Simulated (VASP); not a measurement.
# Ge (R-3) in VASP: notebook, part 2 of 2

VASP 6.6.1. Earlier steps stand in the parts before.

## 3. Relaxation of cell and atoms, PBE

The input, INCAR:

```
PREC = Accurate
ENCUT = 600
EDIFF = 1E-6
ISMEAR = 0
SIGMA = 0.1
LREAL = False
LASPH = True
NELM = 100
ALGO = Normal
ISIF = 3
LWAVE = False
LCHARG = False
GGA = PE
IBRION = 2
NSW = 90
EDIFFG = -0.04
```

The input, KPOINTS:

```
regular mesh
0
Gamma
  3 3 3
```

The input, POSCAR:

```
Ge
1.0
    3.1403467400      1.8130800400      5.7039112900
   -3.1403467400      1.8130800400      5.7039112900
    0.0000000000     -3.6261600700      5.7039112900
Ge
7
Direct
    0.1665899800      0.7847100000      0.8993600000
    0.7847100000      0.8993600000      0.1665899800
    0.8993600000      0.1665899800      0.7847100000
    0.8334100200      0.2152900000      0.1006400000
    0.2152900000      0.1006400000      0.8334100200
    0.1006400000      0.8334100200      0.2152900000
    0.5000000000      0.5000000000      0.5000000000
```

Potentials or basis: VASP PAW PBE potentials, release 64 (Ge_d).

Started as:

```
$ cat potpaw_PBE.64/Ge_d/POTCAR > POTCAR
$ mpirun -np 1 vasp_std > vasp.out
```

OUTCAR:

```text
PREC = Accurate
   ENCUT = 600
   EDIFF = 1E-6
   ISMEAR = 0
   LREAL = False
   LASPH = True
   NELM = 100
   ISIF = 3
   GGA = PE
   IBRION = 2
   NSW = 90
   EDIFFG = -0.04

 ion  position               nearest neighbor table
   1  0.167  0.785  0.899-   6 2.10   5 2.10   3 2.13   2 2.13
   2  0.785  0.899  0.167-   6 2.10   4 2.10   1 2.13   3 2.13
   3  0.899  0.167  0.785-   4 2.10   5 2.10   1 2.13   2 2.13
   4  0.833  0.215  0.101-   3 2.10   2 2.10   6 2.13   5 2.13
   5  0.215  0.101  0.833-   3 2.10   1 2.10   4 2.13   6 2.13
   6  0.101  0.833  0.215-   1 2.10   2 2.10   4 2.13   5 2.13
   7  0.500  0.500  0.500-

  LATTYP: Found a trigonal (rhomboedric) cell.
 ALAT       =     6.7589674421
 COS(alpha) =     0.5682578066

  Lattice vectors:

 A1 = (   3.1403467400,   1.8130800400,   5.7039112900)
 A2 = (  -3.1403467400,   1.8130800400,   5.7039112900)
 A3 = (   0.0000000000,  -3.6261600700,   5.7039112900)

Analysis of symmetry for initial positions (statically):
=====================================================================
 Subroutine PRICEL returns:
 Original cell was already a primitive cell.

 Routine SETGRP: Setting up the symmetry group for a
 trigonal (rhombohedral) supercell.

 Subroutine GETGRP returns: Found  6 space group operations
 (whereof  6 operations were pure point group operations)
 out of a pool of 12 trial point group operations.

The static configuration has the point symmetry S_6 .

Analysis of symmetry for dynamics (positions and initial velocities):
=====================================================================
 Subroutine PRICEL returns:
 Original cell was already a primitive cell.

 Routine SETGRP: Setting up the symmetry group for a
 trigonal (rhombohedral) supercell.

 Subroutine GETGRP returns: Found  6 space group operations
 (whereof  6 operations were pure point group operations)
 out of a pool of 12 trial point group operations.

The dynamic configuration has the point symmetry S_6 .

 Subroutine INISYM returns: Found  6 space group operations
 (whereof  6 operations are pure point group operations),
 and found     1 'primitive' translations

----------------------------------------------------------------------------------------

                                     Primitive cell

  volume of cell :     194.8582

  direct lattice vectors                    reciprocal lattice vectors
     3.140346740  1.813080040  5.703911290     0.159218087  0.091924605  0.058439431
    -3.140346740  1.813080040  5.703911290    -0.159218087  0.091924605  0.058439431
     0.000000000 -3.626160070  5.703911290     0.000000000 -0.183849211  0.058439432

  length of vectors
     6.758967442  6.758967442  6.758967440     0.192913710  0.192913710  0.192913710

  position of ions in fractional coordinates (direct lattice)
     0.166589980  0.784710000  0.899360000
     0.784710000  0.899360000  0.166589980
     0.899360000  0.166589980  0.784710000
     0.833410020  0.215290000  0.100640000
     0.215290000  0.100640000  0.833410020
     0.100640000  0.833410020  0.215290000
     0.500000000  0.500000000  0.500000000

  ion indices of the primitive-cell ions
   primitive index   ion index
                 1           1
                 2           2
                 3           3
[... 43 lines left out ...]
   dimension x,y,z NGXF=   108 NGYF=  108 NGZF=  108
   ions per type =               7
   NGX,Y,Z   is equivalent  to a cutoff of  13.28, 13.28, 13.28 a.u.
   NGXF,Y,Z  is equivalent  to a cutoff of  26.56, 26.56, 26.56 a.u.
 SYSTEM =  unknown system
   PREC   = accura    normal or accurate (medium, high low for compatibility)
   ISTART =      0    job   : 0-new  1-cont  2-samecut
   ICHARG =      2    charge: 1-file 2-atom 10-const
   ISPIN  =      1    spin polarized calculation?
   LNONCOLLINEAR =      F non collinear calculations
   LSORBIT =      F    spin-orbit coupling
   LASPH  =      T    aspherical Exc in radial PAW
   ENCUT  =  600.0 eV  44.10 Ry    6.64 a.u.  13.50 13.50 13.50*2*pi/ulx,y,z
   NELM   =    100;   NELMIN=  2; NELMDL= -5     # of ELM steps
   EDIFF  = 0.1E-05   stopping-criterion for ELM
   LREAL  =      F    real-space projection
   EDIFFG = -.4E-01   stopping-criterion for IOM
   NSW    =     90    number of steps for IOM
   IBRION =      2    ionic relax: 0-MD 1-quasi-New 2-CG
   NFREE  =      1    steps in history (QN), initial steepest desc. (CG)
   ISIF   =      3    stress and relaxation
   ISYM   =      2    0-nonsym 1-usesym 2-fastsym
   POTIM  = 0.5000    time-step for ionic-motion
   TEBEG  =    0.0;   TEEND  =   0.0 temperature during run
   PSTRESS=    0.0 pullay stress
   NELECT =      98.0000    total number of electrons
   NUPDOWN=      -1.0000    fix difference up-down
   EMIN   =  10.00;   EMAX   =-10.00  energy-range for DOS
   EFERMI =   0.00;   METHOD = LEGACY
   ISMEAR =     0;   SIGMA  =   0.10  broadening in eV -4-tet -1-fermi 0-gaus
   EFERMI_NEDOS =   21; number of points for ismear=-14 and -15
   IALGO  =     38    algorithm
   IMIX   =      4    mixing-type and parameters
     AMIX     =   0.40;   BMIX     =  1.00
     AMIX_MAG =   1.60;   BMIX_MAG =  1.00
  volume/ion in A,a.u.               =      27.84       187.85
  Fermi-wavevector in a.u.,A,eV,Ry     =   1.301899  2.460233 23.061076  1.694941
  Thomas-Fermi vector in A             =   2.433003
   LORBIT       =      0    0 simple, 1 ext, 2 COOP (PROOUT), +10 PAW based schemes
   GGA     = PE    functional components
   LHFCALC =     F    Hartree Fock is set to
   AEXX    =    0.0000 exact exchange contribution
   IVDW    =     0    specifies the selected vdW correction
   LEPSILON=     F    determine dielectric tensor
   LRPA    =     F    only Hartree local field effects (RPA)
 conjugate gradient relaxation of ions
 non-spin polarized calculation
 Gauss-broadening in eV      SIGMA  =   0.10
  energy-cutoff  :      600.00
  volume of cell :      194.86
 maximum number of plane-waves:      6575
 NGX is ok and might be reduce to    54
   NGX = 27   NGY = 27   NGZ = 27

--------------------------------------- Ionic step        1  -------------------------------------------

 number of electron      97.9999978 magnetization

 Free energy of the ion-electron system (eV)
  ---------------------------------------------------
  ext. energy  EPLUGINS =         0.00000000
  ---------------------------------------------------
  free energy    TOTEN  =       -15.31930296 eV

  energy without entropy =      -15.31930296  energy(sigma->0) =      -15.31930296

------------------------ aborting loop because EDIFF is reached ----------------------------------------

  FORCE on cell =-STRESS in cart. coord.  units (eV):
  Direction    XX          YY          ZZ          XY          YZ          ZX
  --------------------------------------------------------------------------------------
  -------------------------------------------------------------------------------------
  Total       45.3615521     45.3615521     47.8993360      0.0000011      0.0000000      0.0000000
  in kB      372.9751491    372.9751495    393.8415062      0.0000091      0.0000002      0.0000000
  external PRESSURE =     379.9306016 kB  Pullay stress =       0.0000000 kB
[... 104 lines left out ...]
  FREE ENERGIE OF THE ION-ELECTRON SYSTEM (eV)
  ---------------------------------------------------
  free  energy   TOTEN  =       -17.3393532802 eV

  energy  without entropy=      -17.2996096855  energy(sigma->0) =      -17.31948148

 E-fermi :  -0.5943     XC(G=0):  -6.5351

 val. band max:       -0.6361099487   @ k =   0.3333   0.0000   0.0000
 cond. band min:      -0.5692888680   @ k =  -0.3333   0.3333   0.3333
 fundamental gap:      0.0668210807
 Fermi energy:        -0.5943283860

 k-point     1 :       0.0000    0.0000    0.0000
  band No.  band energies     occupation
      1     -25.7006      2.00000
      2     -25.7002      2.00000
      3     -25.7002      2.00000
      4     -25.6996      2.00000
      5     -25.6995      2.00000
      6     -25.6995      2.00000
[... 355 lines left out ...]
     57       0.9514      0.00000
     58       1.1904      0.00000

[... ionic steps 4 to 36 ...]

--------------------------------------- Ionic step       37  -------------------------------------------

 number of electron      98.0000017 magnetization

------------------------ aborting loop because EDIFF is reached ----------------------------------------
[... 77 lines left out ...]
--------------------------------------- Ionic step       39  -------------------------------------------

 number of electron      98.0000004 magnetization

 Free energy of the ion-electron system (eV)
  ---------------------------------------------------
  ext. energy  EPLUGINS =         0.00000000
  ---------------------------------------------------
  free energy    TOTEN  =       -29.34366602 eV

  energy without entropy =      -29.34366600  energy(sigma->0) =      -29.34366601

 E-fermi :   3.8641     XC(G=0):  -9.1444

 val. band max:        3.4896545961   @ k =  -0.3333   0.3333   0.0000
 cond. band min:       4.2385979364   @ k =   0.3333   0.3333   0.0000
 fundamental gap:      0.7489433403
 Fermi energy:         3.8641230209

 k-point     1 :       0.0000    0.0000    0.0000
  band No.  band energies     occupation
      1     -21.1016      2.00000
      2     -21.0859      2.00000
      3     -21.0859      2.00000
      4     -21.0797      2.00000
      5     -21.0486      2.00000
      6     -21.0455      2.00000
[... 389 lines left out ...]
  FREE ENERGIE OF THE ION-ELECTRON SYSTEM (eV)
  ---------------------------------------------------
  free  energy   TOTEN  =       -29.3436660210 eV

  energy  without entropy=      -29.3436660006  energy(sigma->0) =      -29.34366601

 reached required accuracy - stopping structural energy minimisation
```

It took 32 min on 1 thread of Intel Xeon 6975P-C (Granite Rapids), shared host; peak memory 0.44 GiB.

Results:

- Free energy: -29.3437 eV
- Relaxed volume: 26.34 Å³/atom
- Relaxed cell: a = 7.134 Å, b = 7.134 Å, c = 7.134 Å, α = 48.11°, β = 48.11°, γ = 48.11°
- Space group after relaxing (to 0.1 Å): R-3m (No. 166)
- Energy gained by relaxing: 2003.5 meV/atom
- Ionic steps: 39
- Pressure after relaxing: -0.1 GPa
- Largest force after relaxing: 0.036 eV/Å
- Band gap on the k mesh: 0.75 eV (least direct gap 0.94 eV)

Forces in eV/Å, atoms in the order of the input:
```
Ge   0.018 -0.004  0.031
Ge  -0.012 -0.013  0.031
Ge  -0.005  0.017  0.031
Ge  -0.018  0.004 -0.031
Ge   0.012  0.013 -0.031
Ge   0.005 -0.017 -0.031
Ge   0.000  0.000  0.000
```

The path:
| step | energy change (eV) | largest force (eV/Å) | pressure (GPa) | volume (Å³) |
| --- | --- | --- | --- | --- |
| 1 | 0.0000 | 16.7965 | 37.99 | 194.86 |
| 2 | -1.1307 | 0.6489 | -5.37 | 446.57 |
| 3 | -2.0201 | 0.4758 | -5.85 | 418.17 |
| 4 | -3.1323 | 0.5037 | -6.44 | 390.26 |
| 5 | -10.1807 | 1.5352 | -7.85 | 281.35 |
| 6 | -12.9832 | 0.3016 | -3.36 | 235.47 |
| 7 | -12.9818 | 1.1640 | -0.07 | 223.65 |
| 8 | -13.0537 | 0.5376 | -1.99 | 229.77 |
| 9 | -13.0539 | 0.6009 | -1.92 | 229.04 |
| 10 | -13.0520 | 0.6656 | -1.71 | 228.32 |
| 11 | -13.2347 | 0.7029 | -0.92 | 218.41 |
| 12 | -13.4713 | 0.7861 | 2.34 | 190.39 |
| 13 | -13.5667 | 0.2940 | 1.38 | 189.26 |
| 14 | -13.5816 | 0.1156 | 0.78 | 188.57 |
| 15 | -13.5938 | 0.1245 | 0.54 | 190.48 |
| 16 | -13.6043 | 0.1582 | -0.13 | 194.13 |
| 17 | -13.6045 | 0.1634 | -0.18 | 194.61 |
| 18 | -13.6107 | 0.1600 | -0.13 | 194.77 |
| 19 | -13.6268 | 0.1978 | 0.08 | 195.24 |
| 20 | -13.6448 | 0.3758 | 0.50 | 196.15 |
| 21 | -13.6467 | 0.4757 | 0.67 | 196.57 |
| 22 | -13.6489 | 0.4755 | 0.66 | 196.72 |
| 23 | -13.6553 | 0.4761 | 0.63 | 197.16 |
| 24 | -13.6676 | 0.4763 | 0.49 | 198.05 |
| 25 | -13.6895 | 0.4729 | 0.24 | 199.83 |
| 26 | -13.7202 | 0.4546 | -0.35 | 203.37 |
| 27 | -13.7110 | 0.3934 | -1.47 | 210.40 |
| 28 | -13.7275 | 0.4427 | -0.69 | 205.98 |
| 29 | -13.7546 | 0.3774 | -0.89 | 205.33 |
| 30 | -13.8226 | 0.1982 | -1.36 | 203.38 |
| 31 | -13.8990 | 0.1527 | -2.04 | 199.46 |
| 32 | -13.9449 | 0.1045 | -1.54 | 195.52 |
| 33 | -14.0061 | 0.0105 | -0.15 | 186.41 |
| 34 | -14.0098 | 0.0193 | 0.35 | 183.49 |
| 35 | -14.0146 | 0.0417 | 0.36 | 183.10 |
| 36 | -14.0180 | 0.0900 | 0.30 | 182.49 |
| 37 | -14.0206 | 0.0835 | 0.10 | 183.28 |
| 38 | -14.0223 | 0.0787 | -0.21 | 184.59 |
| 39 | -14.0244 | 0.0358 | -0.12 | 184.41 |

Final structure:
```cif
data_structure
_symmetry_space_group_name_H-M 'P 1'
_symmetry_Int_Tables_number 1
_cell_length_a 7.1345
_cell_length_b 7.1345
_cell_length_c 7.1345
_cell_angle_alpha 48.109
_cell_angle_beta 48.109
_cell_angle_gamma 48.109
_cell_volume 184.41
loop_
_atom_site_label
_atom_site_type_symbol
_atom_site_fract_x
_atom_site_fract_y
_atom_site_fract_z
_atom_site_occupancy
Ge1 Ge 0.25067 0.79185 0.78366 1
Ge2 Ge 0.79185 0.78366 0.25067 1
Ge3 Ge 0.78366 0.25067 0.79185 1
Ge4 Ge 0.74933 0.20815 0.21634 1
Ge5 Ge 0.20815 0.21634 0.74933 1
Ge6 Ge 0.21634 0.74933 0.20815 1
Ge7 Ge 0.50000 0.50000 0.50000 1
```

A k mesh can miss the band edges.
